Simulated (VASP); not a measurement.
# BN in VASP: a series of runs

The runs below take BN through single point, with PBE+D3(BJ).

Everything below comes from runs of VASP 6.6.1. Logs are shortened: lines on timing, memory, paths and dates and some standing lists are left out, and cuts for length are marked.

### 1 The cell of the first run

The typed cell holds 2 atoms: a = 2.508 Å, b = 2.508 Å, c = 3.274 Å, α = 101.11°, β = 101.11°, γ = 119.81°.

### 2 Single point, PBE+D3(BJ)

The input, INCAR:

```
SYSTEM = BN
PREC = Accurate
ENCUT = 520
EDIFF = 1E-6
ISMEAR = 0
SIGMA = 0.02
LREAL = .False.
LASPH = .True.
NELM = 60
ALGO = Normal
ISIF = 2
LWAVE = .False.
LCHARG = .False.
GGA = PE
IVDW = 12
NBANDS = 11
```

The input, KPOINTS:

```
Automatic mesh
0
Gamma
  12 12 12
  0 0 0
```

The input, POSCAR:

```
BN
1.0
    2.5080409239      0.0000000000      0.0000000000
   -1.2467107647      2.1762310413      0.0000000000
   -0.6306650796     -1.0881155206      3.0225400000
B N
1 1
Direct
    0.9909677196      0.9910688555     -0.0066310177
    0.6571812804      0.3248151445      0.9934360177
```

Potentials or basis: VASP PAW PBE potentials, release 64 (B, N).

Run with:

```sh
> cat potpaw_PBE.64/B/POTCAR potpaw_PBE.64/N/POTCAR > POTCAR
> mpirun -np 1 vasp_std > vasp.out
```

OUTCAR:

```text
SYSTEM = BN
   PREC = Accurate
   ENCUT = 520
   EDIFF = 1E-6
   ISMEAR = 0
   LREAL = .False.
   LASPH = .True.
   NELM = 60
   ISIF = 2
   GGA = PE
   IVDW = 12
 IVDW          = 12

 ion  position               nearest neighbor table
   1  0.991  0.991  0.993-   2 1.45   2 1.45   2 1.45
   2  0.657  0.325  0.993-   1 1.45   1 1.45   1 1.45

  LATTYP: Found a face centered orthorhombic cell.
 ALAT       =     2.5153400000
 B/A-ratio  =     1.7253460765
 C/A-ratio  =     2.4032854405

  Lattice vectors:

 A1 = (  -1.8773758443,   1.0881155207,   3.0225400000)
 A2 = (   0.6306650796,   1.0881155207,   3.0225400000)
 A3 = (  -1.2467107647,   2.1762310413,   0.0000000000)

Analysis of symmetry for initial positions (statically):
=====================================================================
 Subroutine PRICEL returns:
 Original cell was already a primitive cell.

 Routine SETGRP: Setting up the symmetry group for a
 face centered orthorhombic supercell.

 Subroutine GETGRP returns: Found  1 space group operations
 (whereof  1 operations were pure point group operations)
 out of a pool of  8 trial point group operations.

The static configuration has the point symmetry C_1 .

Analysis of symmetry for dynamics (positions and initial velocities):
=====================================================================
 Subroutine PRICEL returns:
 Original cell was already a primitive cell.

 Routine SETGRP: Setting up the symmetry group for a
 face centered orthorhombic supercell.

 Subroutine GETGRP returns: Found  1 space group operations
 (whereof  1 operations were pure point group operations)
 out of a pool of  8 trial point group operations.

The dynamic configuration has the point symmetry C_1 .

 Subroutine INISYM returns: Found  1 space group operations
 (whereof  1 operations are pure point group operations),
 and found     1 'primitive' translations

----------------------------------------------------------------------------------------

                                     Primitive cell

  volume of cell :      16.4973

  direct lattice vectors                    reciprocal lattice vectors
     2.508040924  0.000000000  0.000000000     0.398717577  0.228415773  0.165423783
    -1.246710765  2.176231041  0.000000000     0.000000000  0.459510034  0.165423783
    -0.630665080 -1.088115521  3.022540000     0.000000000  0.000000000  0.330847565

  length of vectors
     2.508040924  2.508040924  3.273756540     0.488379462  0.488379462  0.330847565

  position of ions in fractional coordinates (direct lattice)
     0.990967720  0.991068856  0.993368982
     0.657181280  0.324815145  0.993436018

  ion indices of the primitive-cell ions
   primitive index   ion index
                 1           1
                 2           2

----------------------------------------------------------------------------------------

 KPOINTS: Automatic mesh

Automatic generation of k-mesh.
 Grid dimensions read from file:
 generate k-points for:   12   12   12

 Generating k-lattice:

  Cartesian coordinates                     Fractional coordinates (reciprocal lattice)
     0.033226465  0.019034648  0.013785315     0.083333333 -0.000000000  0.000000000
     0.000000000  0.038292503  0.013785315     0.000000000  0.083333333  0.000000000
     0.000000000  0.000000000  0.027570630     0.000000000  0.000000000  0.083333333

  Length of vectors
     0.040698289  0.040698289  0.027570630

  Shift w.r.t. Gamma in fractional coordinates (k-lattice)
     0.000000000  0.000000000  0.000000000

 Subroutine IBZKPT returns following result:
 ===========================================

 Found    868 irreducible k-points:

 Following reciprocal coordinates:
            Coordinates               Weight
  0.000000  0.000000  0.000000      1.000000
  0.083333  0.000000  0.000000      2.000000
  0.000000  0.083333 -0.083333      2.000000
  0.000000 -0.083333 -0.000000      2.000000
 -0.083333 -0.000000  0.083333      2.000000
  0.166667  0.000000  0.000000      2.000000
[... 16 lines left out ...]
  0.000000  0.500000  0.500000      1.000000
  0.000000  0.500000  0.000000      1.000000
 [... further k-points ...]
   k-points           NKPTS =    868   k-points in BZ     NKDIM =    868   number of bands    NBANDS=     11
   number of dos      NEDOS =    301   number of ions     NIONS =      2
   total plane-waves  NPLWV =   9600
   dimension x,y,z NGX =    20 NGY =   20 NGZ =   24
   dimension x,y,z NGXF=    40 NGYF=   40 NGZF=   48
   ions per type =               1   1
   NGX,Y,Z   is equivalent  to a cutoff of  13.26, 13.26, 12.19 a.u.
   NGXF,Y,Z  is equivalent  to a cutoff of  26.51, 26.51, 24.38 a.u.
 SYSTEM =  BN
   PREC   = accura    normal or accurate (medium, high low for compatibility)
   ISTART =      0    job   : 0-new  1-cont  2-samecut
   ICHARG =      2    charge: 1-file 2-atom 10-const
   ISPIN  =      1    spin polarized calculation?
   LNONCOLLINEAR =      F non collinear calculations
   LSORBIT =      F    spin-orbit coupling
   LASPH  =      T    aspherical Exc in radial PAW
   ENCUT  =  520.0 eV  38.22 Ry    6.18 a.u.   4.66  4.66  6.09*2*pi/ulx,y,z
   NELM   =     60;   NELMIN=  2; NELMDL= -5     # of ELM steps
   EDIFF  = 0.1E-05   stopping-criterion for ELM
   LREAL  =      F    real-space projection
   EDIFFG = 0.1E-04   stopping-criterion for IOM
   NSW    =      0    number of steps for IOM
   IBRION =     -1    ionic relax: 0-MD 1-quasi-New 2-CG
   NFREE  =      0    steps in history (QN), initial steepest desc. (CG)
   ISIF   =      2    stress and relaxation
   ISYM   =      2    0-nonsym 1-usesym 2-fastsym
   POTIM  = 0.5000    time-step for ionic-motion
   TEBEG  =    0.0;   TEEND  =   0.0 temperature during run
   PSTRESS=    0.0 pullay stress
   NELECT =       8.0000    total number of electrons
   NUPDOWN=      -1.0000    fix difference up-down
   EMIN   =  10.00;   EMAX   =-10.00  energy-range for DOS
   EFERMI =   0.00;   METHOD = LEGACY
   ISMEAR =     0;   SIGMA  =   0.02  broadening in eV -4-tet -1-fermi 0-gaus
   EFERMI_NEDOS =   21; number of points for ismear=-14 and -15
   IALGO  =     38    algorithm
   IMIX   =      4    mixing-type and parameters
     AMIX     =   0.40;   BMIX     =  1.00
     AMIX_MAG =   1.60;   BMIX_MAG =  1.00
  volume/ion in A,a.u.               =       8.25        55.66
  Fermi-wavevector in a.u.,A,eV,Ry     =   1.286178  2.430523 22.507475  1.654253
  Thomas-Fermi vector in A             =   2.418268
   LORBIT       =      0    0 simple, 1 ext, 2 COOP (PROOUT), +10 PAW based schemes
   GGA     = PE    functional components
   LHFCALC =     F    Hartree Fock is set to
   AEXX    =    0.0000 exact exchange contribution
   IVDW    =    12    specifies the selected vdW correction
   LEPSILON=     F    determine dielectric tensor
   LRPA    =     F    only Hartree local field effects (RPA)
 non-spin polarized calculation
 Gauss-broadening in eV      SIGMA  =   0.02
  energy-cutoff  :      520.00
  volume of cell :       16.50
 maximum number of plane-waves:       460
   NGX =  9   NGY =  9   NGZ = 13

 number of electron       8.0000000 magnetization

 Free energy of the ion-electron system (eV)
  ---------------------------------------------------
  ext. energy  EPLUGINS =         0.00000000
  ---------------------------------------------------
  free energy    TOTEN  =       -17.51826750 eV

  energy without entropy =      -17.51826750  energy(sigma->0) =      -17.51826750

 E-fermi :   3.5725     XC(G=0): -10.6843

 val. band max:        3.4367112978   @ k =   0.4167   0.4167   0.0833
 cond. band min:       6.3825745191   @ k =   0.5000   0.5000   0.5000
 fundamental gap:      2.9458632213
 Fermi energy:         3.5725283143

 k-point     1 :       0.0000    0.0000    0.0000
  band No.  band energies     occupation
      1     -14.8632      2.00000
      2      -0.3696      2.00000
      3       1.7302      2.00000
      4       1.7425      2.00000
      5       8.9646      0.00000
      6      14.5316      0.00000
      7      14.7298      0.00000
      8      16.2611      0.00000
      9      18.2004      0.00000
     10      28.7418      0.00000
     11      30.5874      0.00000

 k-point     2 :       0.0833    0.0000    0.0000
  band No.  band energies     occupation
      1     -14.7177      2.00000
      2      -0.2881      2.00000
      3       1.1802      2.00000
      4       1.4790      2.00000
      5       9.3218      0.00000
      6      14.5976      0.00000
      7      15.1801      0.00000
      8      15.7155      0.00000
      9      18.6544      0.00000
     10      28.6005      0.00000
     11      29.1713      0.00000

 k-point     3 :       0.0000    0.0833   -0.0833
  band No.  band energies     occupation
      1     -14.7177      2.00000
      2      -0.2881      2.00000
      3       1.1827      2.00000
      4       1.4764      2.00000
      5       9.3219      0.00000
      6      14.5942      0.00000
      7      15.1840      0.00000
      8      15.7157      0.00000
      9      18.6540      0.00000
     10      28.5998      0.00000
     11      29.1711      0.00000
[... 267 lines left out ...]
 k-point    23 :       0.0000    0.5000    0.5000
  band No.  band energies     occupation
      1     -11.5204      2.00000
      2      -5.8346      2.00000
      3      -1.0392      2.00000
      4       2.1273      2.00000
      5       7.6649      0.00000
      6      12.9776      0.00000
      7      17.2915      0.00000
      8      20.6772      0.00000
      9      24.5024      0.00000
     10      24.9716      0.00000
     11      26.3597      0.00000

 k-point    24 :       0.0000    0.5000    0.0000
  band No.  band energies     occupation
      1     -11.5204      2.00000
      2      -5.8345      2.00000
      3      -1.0392      2.00000
      4       2.1269      2.00000
      5       7.6660      0.00000
      6      12.9774      0.00000
      7      17.2908      0.00000
      8      20.6764      0.00000
      9      24.5020      0.00000
     10      24.9709      0.00000
     11      26.3594      0.00000

 [... further k-points ...]

------------------------ aborting loop because EDIFF is reached ----------------------------------------

 Edisp (eV)   -0.31432

 E8    (eV) :    -0.0930

  FORCE on cell =-STRESS in cart. coord.  units (eV):
  Direction    XX          YY          ZZ          XY          YZ          ZX
  --------------------------------------------------------------------------------------
  -------------------------------------------------------------------------------------
  Total      -0.22617    -0.24975     0.51022    -0.01734    -0.00005     0.00014
  in kB     -21.96562   -24.25523    49.55124    -1.68434    -0.00525     0.01347
  external pressure =        1.11 kB  Pullay stress =        0.00 kB

 VOLUME and BASIS-vectors are now :
 -----------------------------------------------------------------------------
  energy-cutoff  :      520.00
  volume of cell :       16.50
      direct lattice vectors                 reciprocal lattice vectors
     2.508040924  0.000000000  0.000000000     0.398717577  0.228415773  0.165423783
    -1.246710765  2.176231041  0.000000000     0.000000000  0.459510034  0.165423783
    -0.630665080 -1.088115521  3.022540000     0.000000000  0.000000000  0.330847565

 POSITION                                       TOTAL-FORCE (eV/Angst)
 -----------------------------------------------------------------------------------
      0.62333      1.07589      3.00250         0.002236     -0.007636      0.002358
      0.61676     -0.37410      3.00270        -0.002236      0.007636     -0.002358
 -----------------------------------------------------------------------------------
    total drift:                               -0.000030      0.000103      0.000138

  FREE ENERGIE OF THE ION-ELECTRON SYSTEM (eV)
  ---------------------------------------------------
  free  energy   TOTEN  =       -17.8325833896 eV

  energy  without entropy=      -17.8325833896  energy(sigma->0) =      -17.83258339
```

Run time: 2.4 min. Hardware: 1 thread of Intel Xeon 8259CL, shared host; peak memory 0.27 GiB.

What came out:

```yaml
Free_energy: -17.8326 eV
Pressure: 0.1 GPa
Largest_force: 0.008 eV/Å
Band_gap_on_the_k_mesh: 2.95 eV (least direct gap 4.51 eV)
Dispersion_energy_per_atom: -0.157 eV
```

Forces on the atoms (eV/Å):
```
B    0.002 -0.008  0.002
N   -0.002  0.008 -0.002
```

Stress tensor (GPa, compression positive):
```
-2.20 -0.17  0.00
-0.17 -2.43  0.00
 0.00  0.00  4.96
```

Caveat: the stress differs along the axes, from -2 to 5 GPa.

### 3 Single point, PBE+D3(BJ)

This run uses another cell than the first one, of 8.98 Å³/atom.

The input, INCAR:

```
  PREC = Accurate
  ENCUT = 520
  EDIFF = 1E-7
  ISMEAR = 0
  SIGMA = 0.1
  LREAL = False
  LASPH = True
  NELM = 80
  ALGO = Normal
  ISIF = 2
  LWAVE = False
  LCHARG = False
  GGA = PE
  IVDW = 12
  NBANDS = 11
```

The input, KPOINTS:

```
regular mesh
0
Gamma
  10 10 10
```

The input, POSCAR:

```
BN
1.0
    2.5051024035     -0.0026210398     -0.0081031935
   -1.2475243492      2.1723700337      0.0077882364
   -0.6385545083     -1.0796519239      3.3036746272
B N
1 1
Direct
    0.9908489944      0.9911840834     -0.0065825188
    0.6573000056      0.3246999166      0.9933875188
```

Potentials or basis: VASP PAW PBE potentials, release 64 (B, N).

Run with:

```sh
> cat potpaw_PBE.64/B/POTCAR potpaw_PBE.64/N/POTCAR > POTCAR
> mpirun -np 1 vasp_std > vasp.out
```

It took 50 s on 1 thread of AMD EPYC 9R45 (Zen 5), shared host; peak memory 0.18 GiB.

The run converged. Its results:

| Property | Result |
| --- | --- |
| Free energy | -17.8555 eV |
| Pressure | 0.1 GPa |
| Band gap on the k mesh | 3.59 eV (least direct gap 4.66 eV) |
| Dispersion energy per atom | -0.142 eV |

Levels at points of the mesh, in eV from the valence-band top:
| k point | band 1 | band 2 | band 3 | band 4 | band 5 | band 6 | band 7 | band 8 |
| --- | --- | --- | --- | --- | --- | --- | --- | --- |
| (0.00, 0.00, 0.00) | -17.93 | -4.20 | -1.46 | -1.45 | 5.13 | 11.42 | 11.53 | 13.00 |
| (0.50, 0.00, 0.00) | -14.70 | -9.01 | -4.24 | -1.06 | 4.53 | 9.77 | 13.59 | 16.29 |
| (0.00, 0.50, 0.00) | -14.71 | -9.02 | -4.24 | -1.04 | 4.57 | 9.78 | 13.55 | 16.20 |
| (0.50, 0.50, 0.00) | -14.77 | -9.15 | -4.24 | -0.37 | 6.02 | 9.35 | 12.36 | 14.05 |
| (0.00, 0.00, 0.50) | -17.63 | -6.36 | -1.49 | -1.44 | 10.15 | 11.36 | 11.46 | 12.17 |
| (0.50, 0.00, 0.50) | -14.71 | -9.02 | -4.24 | -1.04 | 4.57 | 9.78 | 13.55 | 16.20 |
| (0.00, 0.50, 0.50) | -14.70 | -9.01 | -4.24 | -1.06 | 4.54 | 9.77 | 13.59 | 16.29 |
| (0.50, 0.50, 0.50) | -14.61 | -8.86 | -4.30 | -1.66 | 3.59 | 9.76 | 14.87 | 18.99 |

A k mesh can miss the band edges.
